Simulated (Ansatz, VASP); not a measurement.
## CsSn2 in VASP and in Ansatz

```
CELL_PARAMETERS angstrom
5.04007 0.00000 0.00000
-2.52003 4.36483 0.00000
0.00000 0.00000 6.22348
ATOMIC_POSITIONS crystal
Cs 0.00000 0.00000 0.00000
Sn 0.33333 0.66667 0.50000
Sn 0.66667 0.33333 0.50000
```

Alike in both runs: functional PBE; k mesh 12 × 12 × 8; occupations gaussian, width 0.1 eV; no spin polarisation.

Ansatz relaxed the structure, and its values are those at the end. VASP's run is a single point on that final structure, the one shown.

|  | VASP | Ansatz |
| --- | --- | --- |
| version | VASP 6.6.1 | Ansatz 0.2.0 |
| potentials or method | VASP PAW PBE potentials, release 64 (Cs_sv, Sn_d), cutoff 520 eV | scalar-relativistic, plane waves, PAW |
| valence electrons in the cell | 37 | 37 |

```tsv
	VASP	Ansatz	Ansatz less VASP
gap on the k mesh at the Fermi level (eV)	none	none	-
pressure (GPa)	0.0	0.0	+0.01
```

A gap of «none» marks a metal or a gap that the smearing closes.

Neither program's run includes spin-orbit coupling.
